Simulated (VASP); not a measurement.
# Ag (I4/mmm) in VASP: further runs

The runs below take Ag through single point, with r2SCAN.

All numbers are computed with VASP 6.6.1; they aren't measurements. Logs are shortened: lines on timing, memory, paths and dates and some standing lists are left out, and cuts for length are marked.

## (1) The cell of the first run

Symmetry: I4/mmm, No. 139, tetragonal system. The conventional cell has a = 2.989 Å, b = 2.989 Å, c = 3.923 Å, α = 90.00°, β = 90.00°, γ = 90.00°. Ag (site symmetry 4/mmm) has 14 Ag at 2.88 to 3.92 Å within 4.0 Å.

## (2) Single point, r2SCAN (biaxial strain in the a-b plane: +3.0 %, then relaxed in part)

POSCAR reads:

```
Ag
1.0
    2.1137435260      2.1137435260      0.0000000000
   -2.1137435260      2.1137435260      0.0000000000
    0.0000000000      0.0000000000      3.9225781999
Ag
2
Direct
    0.0000000000      0.0000000000      0.0000000000
    0.5000000000      0.5000000000      0.5000000000
```

INCAR.step1 reads:

```
SYSTEM = Ag
PREC     = Accurate       ! precision mode
ENCUT    = 520            ! plane-wave cutoff, eV
ISMEAR   = 0              ! smearing method
SIGMA    = 0.1            ! smearing width, eV
LREAL    = .False.        ! projectors in reciprocal space
LASPH    = .True.         ! aspherical terms in the spheres
NELM     = 80             ! most SCF steps
NBANDS   = 18             ! bands
GGA      = PE             ! functional
ALGO     = Normal         ! electronic algorithm
EDIFF    = 1E-4           ! SCF threshold, eV
LWAVE    = .True.         ! write WAVECAR
LCHARG   = .False.        ! write CHGCAR
```

INCAR.step2 reads:

```
SYSTEM = Ag
PREC     = Accurate       ! precision mode
ENCUT    = 520            ! plane-wave cutoff, eV
EDIFF    = 1E-6           ! SCF threshold, eV
ISMEAR   = 0              ! smearing method
SIGMA    = 0.1            ! smearing width, eV
LREAL    = .False.        ! projectors in reciprocal space
LASPH    = .True.         ! aspherical terms in the spheres
NELM     = 80             ! most SCF steps
ALGO     = Normal         ! electronic algorithm
ISIF     = 2              ! what is computed and relaxed
LWAVE    = .False.        ! write WAVECAR
LCHARG   = .False.        ! write CHGCAR
METAGGA  = R2SCAN         ! meta-GGA
LMIXTAU  = .True.       
NBANDS   = 18             ! bands
ISTART   = 1
```

KPOINTS reads:

```
Automatic mesh
0
Gamma
  18 18 12
  0 0 0
```

Potentials or basis: VASP PAW PBE potentials, release 64 (Ag).

Run with:

```bash
$ cat potpaw_PBE.64/Ag/POTCAR > POTCAR
$ cp INCAR.step1 INCAR
$ mpirun -np 1 vasp_std > vasp.out
$ cp INCAR.step2 INCAR
$ mpirun -np 1 vasp_std > vasp.out
```

OUTCAR:

```text
SYSTEM = Ag
   PREC = Accurate
   ENCUT = 520
   EDIFF = 1E-6
   ISMEAR = 0
   LREAL = .False.
   LASPH = .True.
   NELM = 80
   ISIF = 2
   METAGGA = R2SCAN
   ISTART = 1

 ion  position               nearest neighbor table
   1  0.000  0.000  0.000-   2 2.88   2 2.88   2 2.88   2 2.88   2 2.88   2 2.88   2 2.88   2 2.88

   2  0.500  0.500  0.500-   1 2.88   1 2.88   1 2.88   1 2.88   1 2.88   1 2.88   1 2.88   1 2.88

  LATTYP: Found a simple tetragonal cell.
 ALAT       =     2.9892847618
 C/A-ratio  =     1.3122129581

  Lattice vectors:

 A1 = (   2.1137435260,   2.1137435260,   0.0000000000)
 A2 = (  -2.1137435260,   2.1137435260,   0.0000000000)
 A3 = (   0.0000000000,   0.0000000000,   3.9225781999)

Analysis of symmetry for initial positions (statically):
=====================================================================
 Subroutine PRICEL returns following result:

  LATTYP: Found a body centered tetragonal cell.
 ALAT       =     2.9892847618
 C/A-ratio  =     1.3122129581

  Lattice vectors:

 A1 = (   0.0000000000,  -2.1137435260,  -1.9612891000)
 A2 = (   0.0000000000,   2.1137435260,  -1.9612890999)
 A3 = (   2.1137435260,   0.0000000000,   1.9612891000)

   2 primitive cells build up your supercell.

 Routine SETGRP: Setting up the symmetry group for a
 simple tetragonal supercell.

 Subroutine GETGRP returns: Found 16 space group operations
 (whereof 16 operations were pure point group operations)
 out of a pool of 16 trial point group operations.

The static configuration has the point symmetry D_4h.

Analysis of symmetry for dynamics (positions and initial velocities):
=====================================================================
 Subroutine PRICEL returns following result:

  LATTYP: Found a body centered tetragonal cell.
 ALAT       =     2.9892847618
 C/A-ratio  =     1.3122129581

  Lattice vectors:

 A1 = (   0.0000000000,  -2.1137435260,  -1.9612891000)
 A2 = (   0.0000000000,   2.1137435260,  -1.9612890999)
 A3 = (   2.1137435260,   0.0000000000,   1.9612891000)

   2 primitive cells build up your supercell.

 Routine SETGRP: Setting up the symmetry group for a
 simple tetragonal supercell.

 Subroutine GETGRP returns: Found 16 space group operations
 (whereof 16 operations were pure point group operations)
 out of a pool of 16 trial point group operations.

The dynamic configuration has the point symmetry D_4h.

 Subroutine INISYM returns: Found 16 space group operations
 (whereof 16 operations are pure point group operations),
 and found     2 'primitive' translations

----------------------------------------------------------------------------------------

                                     Primitive cell

  volume of cell :      17.5257

  direct lattice vectors                    reciprocal lattice vectors
     0.000000000 -2.113743526 -1.961289100     0.236547147 -0.236547147 -0.254934369
     0.000000000  2.113743526 -1.961289100     0.236547147  0.236547147 -0.254934369
     2.113743526  0.000000000  1.961289100     0.473094293  0.000000000  0.000000000

  length of vectors
     2.883499025  2.883499025  2.883499025     0.420595575  0.420595575  0.473094293

  position of ions in fractional coordinates (direct lattice)
     0.000000000  0.000000000  0.000000000

  ion indices of the primitive-cell ions
   primitive index   ion index
                 1           1

----------------------------------------------------------------------------------------

 KPOINTS: Automatic mesh

Automatic generation of k-mesh.
 Grid dimensions read from file:
 generate k-points for:   18   18   12

 Generating k-lattice:

  Cartesian coordinates                     Fractional coordinates (reciprocal lattice)
     0.013141508  0.013141508  0.000000000     0.055555556  0.000000000  0.000000000
    -0.013141508  0.013141508  0.000000000     0.000000000  0.055555556  0.000000000
     0.000000000  0.000000000  0.021244531     0.000000000  0.000000000  0.083333333

  Length of vectors
     0.018584899  0.018584899  0.021244531

  Shift w.r.t. Gamma in fractional coordinates (k-lattice)
     0.000000000  0.000000000  0.000000000

 Subroutine IBZKPT returns following result:
 ===========================================

 Found    385 irreducible k-points:

 Following reciprocal coordinates:
            Coordinates               Weight
  0.000000  0.000000  0.000000      1.000000
  0.055556  0.000000  0.000000      4.000000
  0.111111  0.000000  0.000000      4.000000
  0.166667  0.000000  0.000000      4.000000
  0.222222  0.000000  0.000000      4.000000
  0.277778  0.000000  0.000000      4.000000
[... 16 lines left out ...]
  0.277778  0.111111  0.000000      8.000000
  0.333333  0.111111  0.000000      8.000000
 [... further k-points ...]
   k-points           NKPTS =    385   k-points in BZ     NKDIM =    385   number of bands    NBANDS=     18
   number of dos      NEDOS =    301   number of ions     NIONS =      2
   total plane-waves  NPLWV =  17280
   dimension x,y,z NGX =    24 NGY =   24 NGZ =   30
   dimension x,y,z NGXF=    48 NGYF=   48 NGZF=   60
   ions per type =               2
   NGX,Y,Z   is equivalent  to a cutoff of  13.35, 13.35, 12.71 a.u.
   NGXF,Y,Z  is equivalent  to a cutoff of  26.69, 26.69, 25.43 a.u.
 SYSTEM =  Ag
   PREC   = accura    normal or accurate (medium, high low for compatibility)
   ISTART =      1    job   : 0-new  1-cont  2-samecut
   ICHARG =      0    charge: 1-file 2-atom 10-const
   ISPIN  =      1    spin polarized calculation?
   LNONCOLLINEAR =      F non collinear calculations
   LSORBIT =      F    spin-orbit coupling
   LASPH  =      T    aspherical Exc in radial PAW
   ENCUT  =  520.0 eV  38.22 Ry    6.18 a.u.   5.56  5.56  7.29*2*pi/ulx,y,z
   NELM   =     80;   NELMIN=  2; NELMDL=  0     # of ELM steps
   EDIFF  = 0.1E-05   stopping-criterion for ELM
   LREAL  =      F    real-space projection
[... 7 lines left out ...]
   TEBEG  =    0.0;   TEEND  =   0.0 temperature during run
   PSTRESS=    0.0 pullay stress
   NELECT =      22.0000    total number of electrons
   NUPDOWN=      -1.0000    fix difference up-down
   EMIN   =  10.00;   EMAX   =-10.00  energy-range for DOS
   EFERMI =   0.00;   METHOD = LEGACY
   ISMEAR =     0;   SIGMA  =   0.10  broadening in eV -4-tet -1-fermi 0-gaus
   EFERMI_NEDOS =   21; number of points for ismear=-14 and -15
   IALGO  =     38    algorithm
   IMIX   =      4    mixing-type and parameters
     AMIX     =   0.40;   BMIX     =  1.00
     AMIX_MAG =   1.60;   BMIX_MAG =  1.00
  volume/ion in A,a.u.               =      17.53       118.27
  Fermi-wavevector in a.u.,A,eV,Ry     =   1.401674  2.648780 26.731228  1.964690
  Thomas-Fermi vector in A             =   2.524512
   LORBIT       =      0    0 simple, 1 ext, 2 COOP (PROOUT), +10 PAW based schemes
   METAGGA = R2SCAN    functional components
   LHFCALC =     F    Hartree Fock is set to
   AEXX    =    0.0000 exact exchange contribution
   IVDW    =     0    specifies the selected vdW correction
   LEPSILON=     F    determine dielectric tensor
   LRPA    =     F    only Hartree local field effects (RPA)
 non-spin polarized calculation
 Gauss-broadening in eV      SIGMA  =   0.10
  energy-cutoff  :      520.00
  volume of cell :       35.05
 maximum number of plane-waves:       960
 NGX is ok and might be reduce to    24
   NGX = 11   NGY = 11   NGZ = 15

 number of electron      22.0000006 magnetization

 Free energy of the ion-electron system (eV)
  ---------------------------------------------------
  ext. energy  EPLUGINS =         0.00000000
  ---------------------------------------------------
  free energy    TOTEN  =       -42.70465326 eV

  energy without entropy =      -42.70149428  energy(sigma->0) =      -42.70307377

 E-fermi :   8.1192     XC(G=0): -12.7779

 val. band max:        8.1162778963   @ k =   0.5000   0.1667   0.2500
 cond. band min:       8.1223543760   @ k =   0.3889   0.0000   0.4167
 fundamental gap:      0.0060764797
 Fermi energy:         8.1191841167

 k-point     1 :       0.0000    0.0000    0.0000
  band No.  band energies     occupation
      1       0.3070      2.00000
      2       1.4493      2.00000
      3       1.5595      2.00000
      4       2.8884      2.00000
      5       2.8884      2.00000
      6       3.3141      2.00000
[... 10 lines left out ...]
     17      24.6295      0.00000
     18      24.7292      0.00000

 k-point     2 :       0.0556    0.0000    0.0000
  band No.  band energies     occupation
      1       0.3693      2.00000
      2       1.4792      2.00000
      3       1.5894      2.00000
      4       2.8771      2.00000
      5       2.9045      2.00000
      6       3.3318      2.00000
[... 10 lines left out ...]
     17      24.7491      0.00000
     18      25.1696      0.00000

 k-point     3 :       0.1111    0.0000    0.0000
  band No.  band energies     occupation
      1       0.5525      2.00000
      2       1.5566      2.00000
      3       1.6867      2.00000
      4       2.8454      2.00000
      5       2.9522      2.00000
      6       3.3803      2.00000
[... 10 lines left out ...]
     17      24.7538      0.00000
     18      26.4075      0.00000

 k-point     4 :       0.1667    0.0000    0.0000
  band No.  band energies     occupation
      1       0.8455      2.00000
      2       1.6632      2.00000
      3       1.8565      2.00000
      4       2.7999      2.00000
      5       3.0301      2.00000
      6       3.4427      2.00000
[... 375 lines left out ...]
      4       2.5668      2.00000
      5       3.3409      2.00000
      6       3.4606      2.00000
[... 10 lines left out ...]
     17      24.1993      0.00000
     18      26.4831      0.00000

 k-point    23 :       0.2778    0.1111    0.0000
  band No.  band energies     occupation
      1       1.7980      2.00000
      2       2.0665      2.00000
      3       2.3776      2.00000
      4       2.5078      2.00000
      5       3.3594      2.00000
      6       3.4122      2.00000
[... 10 lines left out ...]
     17      23.1438      0.00000
     18      25.9878      0.00000

 k-point    24 :       0.3333    0.1111    0.0000
  band No.  band energies     occupation
      1       2.1385      2.00000
      2       2.2302      2.00000
      3       2.4719      2.00000
      4       2.5748      2.00000
      5       3.1376      2.00000
      6       3.2402      2.00000
[... 10 lines left out ...]
     17      21.9489      0.00000
     18      24.9704      0.00000

 [... further k-points ...]
[... 5 lines left out ...]
  --------------------------------------------------------------------------------------
  -------------------------------------------------------------------------------------
  Total       -0.3842726     -0.3842726      0.0249601      0.0000000      0.0000000      0.0000000
  in kB      -17.5648240    -17.5648240      1.1409101      0.0000000      0.0000000      0.0000000
  external PRESSURE =     -11.3295793 kB  Pullay stress =       0.0000000 kB

 VOLUME and BASIS-vectors are now :
 -----------------------------------------------------------------------------
  energy-cutoff  :      520.00
  volume of cell :       35.05
      direct lattice vectors                 reciprocal lattice vectors
     2.113743526  2.113743526  0.000000000     0.236547147  0.236547147  0.000000000
    -2.113743526  2.113743526  0.000000000    -0.236547147  0.236547147  0.000000000
     0.000000000  0.000000000  3.922578200     0.000000000  0.000000000  0.254934369

 POSITION                                       TOTAL-FORCE (eV/Angst)
 -----------------------------------------------------------------------------------
      0.00000      0.00000      0.00000         0.000000      0.000000     -0.000000
      0.00000      2.11374      1.96129        -0.000000     -0.000000      0.000000
 -----------------------------------------------------------------------------------
    total drift:                               -0.000000      0.000000     -0.000000

  FREE ENERGIE OF THE ION-ELECTRON SYSTEM (eV)
  ---------------------------------------------------
  free  energy   TOTEN  =       -42.7046532570 eV

  energy  without entropy=      -42.7014942819  energy(sigma->0) =      -42.70307377
```

Run time: 7.9 min. Hardware: 1 thread of Oxide Virtual Turin-like, shared host; peak memory 0.28 GiB.

Results:

| Quantity | Value |
| --- | --- |
| Free energy | -42.7047 eV |
| Pressure | -1.1 GPa |
| Band gap on the k mesh | zero (bands 11 and 12 overlap by 9.70 eV) |

Levels at points of the mesh, in eV from the Fermi level:
| k point | band 7 | band 8 | band 9 | band 10 | band 11 | band 12 | band 13 | band 14 | band 15 | band 16 |
| --- | --- | --- | --- | --- | --- | --- | --- | --- | --- | --- |
| (0.00, 0.00, 0.00) | -4.35 | -3.91 | -3.36 | -3.10 | -3.10 | 2.62 | 7.99 | 10.03 | 10.03 | 16.44 |
| (0.50, 0.00, 0.00) | -4.52 | -4.52 | -4.17 | -4.17 | -1.00 | -1.00 | 10.02 | 10.02 | 10.40 | 10.40 |
| (0.50, 0.50, 0.00) | -3.30 | -3.30 | -2.99 | -2.99 | 1.27 | 1.27 | 6.08 | 6.08 | 11.38 | 11.38 |
| (0.00, 0.00, 0.50) | -4.35 | -4.35 | -3.87 | -3.87 | -3.66 | -3.66 | 14.45 | 14.45 | 14.45 | 14.45 |
| (0.50, 0.00, 0.50) | -3.44 | -3.44 | -3.22 | -3.22 | -0.30 | -0.30 | 3.52 | 3.52 | 15.48 | 15.48 |
| (0.50, 0.50, 0.50) | -4.06 | -4.06 | -3.30 | -3.30 | 6.04 | 6.04 | 6.04 | 6.04 | 6.60 | 6.60 |

Caveat: the cell differs from its parent crystal (biaxial strain in the a-b plane: +3.0 %, then relaxed in part); the PAW data sets were made with another functional, which shifts forces and pressure a little.

## (3) Single point, r2SCAN (biaxial strain in the a-b plane: +4.5 %, then relaxed in part)

POSCAR reads:

```
Ag
1.0
    2.1445261987      2.1445261987      0.0000000000
   -2.1445261987      2.1445261987      0.0000000000
    0.0000000000      0.0000000000      3.8094907299
Ag
2
Direct
    0.0000000000      0.0000000000      0.0000000000
    0.5000000000      0.5000000000      0.5000000000
```

INCAR.step1 reads:

```
SYSTEM = Ag
PREC = Accurate ; ENCUT = 520
ISMEAR = 0 ; SIGMA = 0.1
LREAL = .False. ; LASPH = .True.
NELM = 80 ; NBANDS = 18
GGA = PE ; ALGO = Normal
EDIFF = 1E-4 ; LWAVE = .True.
LCHARG = .False.
```

INCAR.step2 reads:

```
SYSTEM = Ag
PREC = Accurate ; ENCUT = 520
EDIFF = 1E-6 ; ISMEAR = 0
SIGMA = 0.1 ; LREAL = .False.
LASPH = .True. ; NELM = 80
ALGO = Normal ; ISIF = 2
LWAVE = .False. ; LCHARG = .False.
METAGGA = R2SCAN ; LMIXTAU = .True.
NBANDS = 18 ; ISTART = 1
```

KPOINTS reads:

```
regular mesh
0
Gamma
  18 18 12
  0 0 0
```

Potentials or basis: VASP PAW PBE potentials, release 64 (Ag).

Run with:

```bash
$ cat potpaw_PBE.64/Ag/POTCAR > POTCAR
$ cp INCAR.step1 INCAR
$ mpirun -np 1 vasp_std > vasp.out
$ cp INCAR.step2 INCAR
$ mpirun -np 1 vasp_std > vasp.out
```

Run time: 6.6 min. Hardware: 1 thread of Oxide Virtual Turin-like, shared host; peak memory 0.28 GiB.

It converged, with:

- Free energy: -42.6931 eV
- Pressure: -0.9 GPa
- Band gap on the k mesh: zero (bands 11 and 12 overlap by 9.53 eV)

Stress tensor (GPa, compression positive):
```
-1.48  0.00  0.00
 0.00 -1.48  0.00
 0.00  0.00  0.15
```

Levels at points of the mesh, in eV from the Fermi level:
| k point | band 7 | band 8 | band 9 | band 10 | band 11 | band 12 | band 13 | band 14 | band 15 | band 16 |
| --- | --- | --- | --- | --- | --- | --- | --- | --- | --- | --- |
| (0.00, 0.00, 0.00) | -4.48 | -3.81 | -3.34 | -3.09 | -3.09 | 3.23 | 8.79 | 9.54 | 9.54 | 15.97 |
| (0.50, 0.00, 0.00) | -4.54 | -4.54 | -4.19 | -4.19 | -1.17 | -1.17 | 10.46 | 10.46 | 11.00 | 11.00 |
| (0.50, 0.50, 0.00) | -3.38 | -3.38 | -2.93 | -2.93 | 1.06 | 1.06 | 5.75 | 5.75 | 11.70 | 11.70 |
| (0.00, 0.00, 0.50) | -4.40 | -4.40 | -3.93 | -3.93 | -3.44 | -3.44 | 14.23 | 14.23 | 14.23 | 14.23 |
| (0.50, 0.00, 0.50) | -3.50 | -3.50 | -3.15 | -3.15 | -0.27 | -0.27 | 3.57 | 3.57 | 15.21 | 15.21 |
| (0.50, 0.50, 0.50) | -4.02 | -4.02 | -3.38 | -3.38 | 6.09 | 6.09 | 6.09 | 6.09 | 6.39 | 6.39 |

Caveat: the cell differs from its parent crystal (biaxial strain in the a-b plane: +4.5 %, then relaxed in part); the PAW data sets were made with another functional, which shifts forces and pressure a little.
